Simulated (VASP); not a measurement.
# Cr (Fd-3m) in VASP: notebook

The runs below take Cr through relaxation of cell and atoms, single point, with PBE.

Program: VASP 6.6.1. These are calculated values, not measurements. Logs are shortened: lines on timing, memory, paths and dates and some standing lists are left out, and cuts for length are marked.

## 1. The cell of the first run

It takes space group Fd-3m (No. 227, cubic). The conventional cell has a = 3.908 Å, b = 3.908 Å, c = 3.908 Å, α = 90.00°, β = 90.00°, γ = 90.00°. Cr (site symmetry -43m) has 4 Cr at 1.69 Å within 2.2 Å.

This isn't the form of Cr at room conditions, which is bcc.

## 2. Relaxation of cell and atoms, PBE, collinear spin, ferromagnetic start, target pressure 410 GPa, at which the enthalpy is minimised

Input file INCAR:

```
ALGO = Normal
EDIFF = 1E-6
EDIFFG = -0.005
ENCUT = 600
GGA = PE
IBRION = 2
ISIF = 3
ISMEAR = -1
ISPIN = 2
LASPH = True
LCHARG = False
LMAXMIX = 4
LORBIT = 11
LREAL = False
LWAVE = False
MAGMOM = 2 2
NELM = 150
NSW = 32
PREC = Accurate
PSTRESS = 4100.0
SIGMA = 0.1
```

Input file KPOINTS:

```
k-points
0
Gamma
  16 16 16
```

Input file POSCAR:

```
Cr
1.0
    0.0000000000      1.9540993307      1.9540993307
    1.9540993307      0.0000000000      1.9540993307
    1.9540993307      1.9540993307      0.0000000000
Cr
2
Direct
   -0.1250000000     -0.1250000000     -0.1250000000
    0.1250000000      0.1250000000      0.1250000000
```

Potentials or basis: VASP PAW PBE potentials, release 64 (Cr_pv).

Run with:

```sh
$ cat potpaw_PBE.64/Cr_pv/POTCAR > POTCAR
$ mpirun -np 1 vasp_std > vasp.out
```

OUTCAR:

```text
EDIFF = 1E-6
   EDIFFG = -0.005
   ENCUT = 600
   GGA = PE
   IBRION = 2
   ISIF = 3
   ISMEAR = -1
   ISPIN = 2
   LASPH = True
   LORBIT = 11
   LREAL = False
   NELM = 150
   NSW = 32
   PREC = Accurate
   PSTRESS = 4100.0

 ion  position               nearest neighbor table
   1  0.875  0.875  0.875-   2 1.69   2 1.69   2 1.69   2 1.69
   2  0.125  0.125  0.125-   1 1.69   1 1.69   1 1.69   1 1.69

  LATTYP: Found a face centered cubic cell.
 ALAT       =     3.9081986614

  Lattice vectors:

 A1 = (   0.0000000000,   1.9540993307,   1.9540993307)
 A2 = (   1.9540993307,   0.0000000000,   1.9540993307)
 A3 = (   1.9540993307,   1.9540993307,   0.0000000000)

Analysis of symmetry for initial positions (statically):
=====================================================================
 Subroutine PRICEL returns:
 Original cell was already a primitive cell.

 Routine SETGRP: Setting up the symmetry group for a
 face centered cubic supercell.

 Subroutine GETGRP returns: Found 48 space group operations
 (whereof 12 operations were pure point group operations)
 out of a pool of 48 trial point group operations.

The static configuration has the point symmetry D_3d.
 The point group associated with its full space group is O_h .

Analysis of symmetry for dynamics (positions and initial velocities):
=====================================================================
 Subroutine PRICEL returns:
 Original cell was already a primitive cell.

 Routine SETGRP: Setting up the symmetry group for a
 face centered cubic supercell.

 Subroutine GETGRP returns: Found 48 space group operations
 (whereof 12 operations were pure point group operations)
 out of a pool of 48 trial point group operations.

The dynamic configuration has the point symmetry D_3d.
 The point group associated with its full space group is O_h .

Analysis of structural, dynamic, and magnetic symmetry:
=====================================================================
 Subroutine PRICEL returns:
 Original cell was already a primitive cell.

 Routine SETGRP: Setting up the symmetry group for a
 face centered cubic supercell.

 Subroutine GETGRP returns: Found 48 space group operations
 (whereof 12 operations were pure point group operations)
 out of a pool of 48 trial point group operations.

The overall configuration has the point symmetry D_3d.
 The point group associated with its full space group is O_h .

[... 106 lines left out ...]
   POTIM  = 0.5000    time-step for ionic-motion
   TEBEG  =    0.0;   TEEND  =   0.0 temperature during run
   PSTRESS= 4100.0 pullay stress
   NELECT =      24.0000    total number of electrons
   NUPDOWN=      -1.0000    fix difference up-down
   EMIN   =  10.00;   EMAX   =-10.00  energy-range for DOS
   EFERMI =   0.00;   METHOD = LEGACY
   ISMEAR =    -1;   SIGMA  =   0.10  broadening in eV -4-tet -1-fermi 0-gaus
   EFERMI_NEDOS =   21; number of points for ismear=-14 and -15
   IALGO  =     38    algorithm
   IMIX   =      4    mixing-type and parameters
     AMIX     =   0.40;   BMIX     =  1.00
     AMIX_MAG =   1.60;   BMIX_MAG =  1.00
  volume/ion in A,a.u.               =       7.46        50.35
  Fermi-wavevector in a.u.,A,eV,Ry     =   1.918029  3.624550 50.053617  3.678837
  Thomas-Fermi vector in A             =   2.953123
   LORBIT       =     11    0 simple, 1 ext, 2 COOP (PROOUT), +10 PAW based schemes
   GGA     = PE    functional components
   LHFCALC =     F    Hartree Fock is set to
   AEXX    =    0.0000 exact exchange contribution
   IVDW    =     0    specifies the selected vdW correction
   LEPSILON=     F    determine dielectric tensor
   LRPA    =     F    only Hartree local field effects (RPA)
 conjugate gradient relaxation of ions
 spin polarized calculation
  energy-cutoff  :      600.00
  volume of cell :       14.92
 maximum number of plane-waves:       531
 NGX is ok and might be reduce to    24
   NGX = 11   NGY = 11   NGZ = 11

--------------------------------------- Ionic step        1  -------------------------------------------

 number of electron      24.0000005 magnetization       0.0002468

 number of electron      24.0000005 magnetization      -0.0000369

 Free energy of the ion-electron system (eV)
  ---------------------------------------------------
  ext. energy  EPLUGINS =         0.00000000
  ---------------------------------------------------
  free energy    TOTEN  =        -1.46471090 eV

  energy without entropy =       -1.41187039  energy(sigma->0) =       -1.43829065

------------------------ aborting loop because EDIFF is reached ----------------------------------------

  FORCE on cell =-STRESS in cart. coord.  units (eV):
  Direction    XX          YY          ZZ          XY          YZ          ZX
  --------------------------------------------------------------------------------------
  -------------------------------------------------------------------------------------
  Total       43.8124100     43.8124100     43.8124100      0.0000000      0.0000000      0.0000000
  in kB     4703.6805775   4703.6805775   4703.6805775      0.0000000      0.0000000      0.0000000
  external PRESSURE =     603.6805775 kB  Pullay stress =    4100.0000000 kB
[... 107 lines left out ...]
 number of electron      24.0000007 magnetization      -0.0000006

 number of electron      24.0000007 magnetization       0.0000003

 Free energy of the ion-electron system (eV)
  ---------------------------------------------------
  ext. energy  EPLUGINS =         0.00000000
  ---------------------------------------------------
  free energy    TOTEN  =        -3.29000086 eV

  energy without entropy =       -3.23677367  energy(sigma->0) =       -3.26338726

 E-fermi :  17.8701     XC(G=0): -15.6319

 val. band max:       17.8577020539   @ k =  -0.2500   0.2500   0.0000
 cond. band min:      17.8757074151   @ k =  -0.2500   0.4375   0.1875
 fundamental gap:      0.0180053612
 Fermi energy:        17.8701092317

 spin component 1

 k-point     1 :       0.0000    0.0000    0.0000
  band No.  band energies     occupation
      1     -27.8027      1.00000
      2     -27.8027      1.00000
      3     -27.8027      1.00000
      4     -23.6843      1.00000
      5     -23.6843      1.00000
      6     -23.6843      1.00000
[... 493 lines left out ...]
     17      24.2761      0.00000
     18      25.6419      0.00000

 [... further k-points ...]

 spin component 2

 k-point     1 :       0.0000    0.0000    0.0000
  band No.  band energies     occupation
      1     -27.8027      1.00000
      2     -27.8027      1.00000
      3     -27.8027      1.00000
      4     -23.6843      1.00000
      5     -23.6843      1.00000
      6     -23.6843      1.00000
[... 528 lines left out ...]
  energy  without entropy=       -3.2367736659  energy(sigma->0) =       -3.26338726

  enthalpy is  TOTEN    =        36.6020629882 eV   P V=       39.8920638457

 reached required accuracy - stopping structural energy minimisation

 total charge

# of ion       s       p       d       tot
------------------------------------------
    1        0.511   6.550   6.070  13.131
    2        0.511   6.550   6.070  13.131
--------------------------------------------------
tot          1.022  13.101  12.140  26.262

 magnetization (x)

# of ion       s       p       d       tot
------------------------------------------
    1        0.000  -0.000  -0.000   0.000
    2        0.000  -0.000  -0.000   0.000
--------------------------------------------------
tot          0.000  -0.000  -0.000   0.000
```

OSZICAR:

```text
N       E                     dE             d eps       ncg     rms          rms(c)
DAV:   1     0.261285579562E+03    0.26129E+03   -0.15333E+04 10520   0.204E+03
DAV:   2     0.805717566251E+01   -0.25323E+03   -0.24672E+03 10500   0.498E+02
DAV:   3    -0.168419003578E+00   -0.82256E+01   -0.81839E+01 10966   0.107E+02
DAV:   4    -0.282621515185E+00   -0.11420E+00   -0.11406E+00 15246   0.108E+01
[... 38 lines left out ...]
DAV:   4    -0.329001077210E+01    0.13766E-03   -0.45741E-04 11144   0.209E-01    0.188E-02
DAV:   5    -0.329000496348E+01    0.58086E-05   -0.21654E-05 14266   0.567E-02    0.683E-03
DAV:   6    -0.329000043058E+01    0.45329E-05   -0.94017E-07  8970   0.101E-02    0.267E-03
DAV:   7    -0.329000085746E+01   -0.42688E-06   -0.19182E-07  6166   0.593E-03
   4 F= 0.36602063E+02 E0= 0.36628677E+02  d E =-.122656E+00  mag=    -0.0000
```

CONTCAR:

```text
Cr
   1.00000000000000
     0.0000000000000000    1.9827185896494885    1.9827185896494885
     1.9827185896494885    0.0000000000000000    1.9827185896494885
     1.9827185896494885    1.9827185896494885    0.0000000000000000
  Cr
     2
Direct
     0.8750000000000000    0.8750000000000000    0.8750000000000000
     0.1250000000000000    0.1250000000000000    0.1250000000000000

  0.00000000E+00  0.00000000E+00  0.00000000E+00
  0.00000000E+00  0.00000000E+00  0.00000000E+00
```

Run time: 3.1 min. Hardware: 1 thread of AMD EPYC 9R45 (Zen 5), shared host; peak memory 0.18 GiB.

What came out:

```yaml
Free_energy: -3.2900 eV
Relaxed_volume: 7.79 Å³/atom
Relaxed_cell: a = 2.804 Å, b = 2.804 Å, c = 2.804 Å, α = 60.00°, β = 60.00°, γ = 60.00°
Space_group_after_relaxing_to_0.1_Å: Fd-3m (No. 227)
Energy_change_on_relaxing_the_run_minimises_the_enthalpy: -912.6 meV/atom
Ionic_steps: 4
Pressure_after_relaxing: 410.0 GPa
Band_gap_on_the_k_mesh: zero (filled and empty bands overlap)
Net_moment: 0.00 μB per cell
```

The path:
```
step  energy change (eV)  largest force (eV/Å)  pressure (GPa)  volume (Å³)
   1              0.0000                0.0000          470.37        14.92
   2            -10.7161                0.0000          107.29        21.86
   3             -2.1416                0.0000          399.39        15.71
   4             -1.8253                0.0000          409.96        15.59
```

Final structure:
```yaml
crystal:
  lattice:
    - [0.00000, 1.98272, 1.98272]
    - [1.98272, 0.00000, 1.98272]
    - [1.98272, 1.98272, 0.00000]
  atoms:
    - { symbol: Cr, position: [0.87500, 0.87500, 0.87500] }
    - { symbol: Cr, position: [0.12500, 0.12500, 0.12500] }
```

Levels at points of the mesh, in eV from the Fermi level:
Spin up:
```csv
k point,band 8,band 9,band 10,band 11,band 12,band 13,band 14,band 15,band 16,band 17
"(0.00, 0.00, 0.00)",-5.89,-5.89,-2.83,-2.83,-2.83,1.75,1.75,1.75,6.30,6.30
"(0.50, 0.00, 0.00)",-5.49,-5.49,-3.78,-3.78,-2.99,1.53,3.51,3.51,5.31,5.31
"(0.50, 0.50, 0.00)",-8.27,-3.68,-3.68,-0.45,-0.45,2.40,2.40,5.59,5.59,7.57
```
Spin down:
| k point | band 10 | band 11 | band 12 | band 13 | band 14 | band 15 |
| --- | --- | --- | --- | --- | --- | --- |
| (0.00, 0.00, 0.00) | -2.83 | -2.83 | -2.83 | 1.75 | 1.75 | 1.75 |
| (0.50, 0.00, 0.00) | -3.78 | -3.78 | -2.99 | 1.53 | 3.51 | 3.51 |
| (0.50, 0.50, 0.00) | -3.68 | -0.45 | -0.45 | 2.40 | 2.40 | 5.59 |

Caveat: the cell is relaxed towards a set pressure, so the run minimises the enthalpy, not the energy; atoms lie so close that the PAW spheres overlap strongly, which falsifies energies and pressures.

## 3. Single point, PBE, collinear spin, ferromagnetic start

Input file INCAR:

```
PREC = Accurate ; ENCUT = 520
EDIFF = 1E-6 ; ISMEAR = -1
SIGMA = 0.1 ; LREAL = F
LASPH = T ; NELM = 150
ALGO = Normal ; ISIF = 2
LWAVE = F ; LCHARG = F
ISPIN = 2 ; MAGMOM = 2 2
LORBIT = 11 ; LMAXMIX = 4
GGA = PE ; NBANDS = 23
```

Input file KPOINTS:

```
regular mesh
0
Gamma
  16 16 16
```

POSCAR is that of step 2.

Potentials or basis: VASP PAW PBE potentials, release 64 (Cr_pv).

Run with:

```sh
$ cat potpaw_PBE.64/Cr_pv/POTCAR > POTCAR
$ mpirun -np 1 vasp_std > vasp.out
```

It took 1.8 min on 1 thread of Intel Xeon 8259CL, shared host; peak memory 0.2 GiB.

Results (log left out):

| Property | Result |
| --- | --- |
| Free energy | -1.4614 eV |
| Pressure | 470.5 GPa |
| Band gap on the k mesh | zero (filled and empty bands overlap) |
| Net moment | 0.00 μB per cell |

Levels at points of the mesh, in eV from the Fermi level:
Spin up:
| k point | band 9 | band 10 | band 11 | band 12 | band 13 | band 14 | band 15 | band 16 |
| --- | --- | --- | --- | --- | --- | --- | --- | --- |
| (0.00, 0.00, 0.00) | -6.29 | -2.97 | -2.97 | -2.97 | 1.80 | 1.80 | 1.80 | 6.53 |
| (0.50, 0.00, 0.00) | -5.85 | -4.02 | -4.02 | -3.13 | 1.68 | 3.65 | 3.65 | 5.46 |
| (0.50, 0.50, 0.00) | -3.92 | -3.92 | -0.60 | -0.60 | 2.62 | 2.62 | 5.73 | 5.73 |
Spin down:
| k point | band 10 | band 11 | band 12 | band 13 | band 14 | band 15 |
| --- | --- | --- | --- | --- | --- | --- |
| (0.00, 0.00, 0.00) | -2.97 | -2.97 | -2.97 | 1.80 | 1.80 | 1.80 |
| (0.50, 0.00, 0.00) | -4.02 | -4.02 | -3.13 | 1.68 | 3.65 | 3.65 |
| (0.50, 0.50, 0.00) | -3.92 | -0.60 | -0.60 | 2.62 | 2.62 | 5.73 |

Caveat: atoms lie so close that the PAW spheres overlap strongly, which falsifies energies and pressures; the cell stands under pressure.

(Part 1 of 2 ends here.)
